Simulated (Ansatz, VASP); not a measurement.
**Al in VASP and in Ansatz**

```
Al
1.0
     2.76990    0.00000    0.00000
    -1.38495    2.39880    0.00000
     0.00000    0.00000    4.78670
Al
2
Direct
  0.66667 0.33333 0.75000
  0.33333 0.66667 0.25000
```

Alike in both runs: task single point; functional PBEsol; k mesh 18 × 18 × 10; occupations gaussian, width 0.15 eV; no spin polarisation.

|  | VASP | Ansatz |
| --- | --- | --- |
| version | VASP 6.6.1 | Ansatz 0.2.0 |
| potentials or method | VASP PAW PBE potentials, release 64 (Al), cutoff 520 eV | scalar-relativistic, plane waves, PAW |
| valence electrons in the cell | 6 | 6 |

```tsv
	VASP	Ansatz	Ansatz less VASP
gap on the k mesh at the Fermi level (eV)	none	none	-
pressure (GPa)	2.5	2.4	-0.09
traceless stress, the component that is largest in VASP (GPa)	-1.99	-1.97	+0.024
```

VASP's potentials were made for PBE, not for PBEsol, and Ansatz warns of the same on its side. A gap of «none» marks a metal or a gap that the smearing closes.
